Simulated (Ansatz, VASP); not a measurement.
# Mn2AlCu3: VASP beside Ansatz

```xyz
6
Lattice="3.4195 -4.6904 0.0000 3.4195 4.6904 0.0000 0.0000 0.0000 4.6338" Properties=species:S:1:pos:R:3 pbc="T T T"
Mn    1.7097    2.3452    2.3169
Mn    1.7097   -2.3452    2.3169
Al    3.4195    0.0000    2.3169
Cu    5.7273    0.0000    2.3169
Cu    1.1116    0.0000    2.3169
Cu    3.4195    0.0000    0.0000
```

Alike in both runs: functional PBE; k mesh 4 × 4 × 4; occupations gaussian, width 0.1 eV; collinear spin.

Ansatz relaxed the structure, and its values are those at the end. VASP's run is a single point on that final structure, the one shown.

|  | VASP | Ansatz |
| --- | --- | --- |
| version | VASP 6.6.1 | Ansatz 0.2.0 |
| potentials or method | VASP PAW PBE potentials, release 64 (Mn_pv, Al, Cu), cutoff 520 eV | scalar-relativistic, plane waves, PAW |
| valence electrons in the cell | 62 | 90 |

Ansatz gave:

* gap on the k mesh at the Fermi level (eV): none
* pressure (GPa): -0.1
* rms of the force components (eV/Å): 0.003
* net moment per atom (μB): 1.50
* size of the moment on the site where the two differ most (μB): 3.98

**Question.** Which values does VASP return?

**Answer.** gap on the k mesh at the Fermi level (eV): none; pressure (GPa): 0.0; rms of the force components (eV/Å): 0.003; net moment per atom (μB): 1.50; size of the moment on the site where the two differ most (μB): 4.14.

Site moments also hang on the region over which each program counts them. A gap of «none» marks a metal or a gap that the smearing closes. The functional is the same, so the differences come from potentials, cutoffs and numerics. VASP's potentials hold 62 valence electrons a cell and Ansatz's 90, so a difference there can come from the potentials and not from the codes.
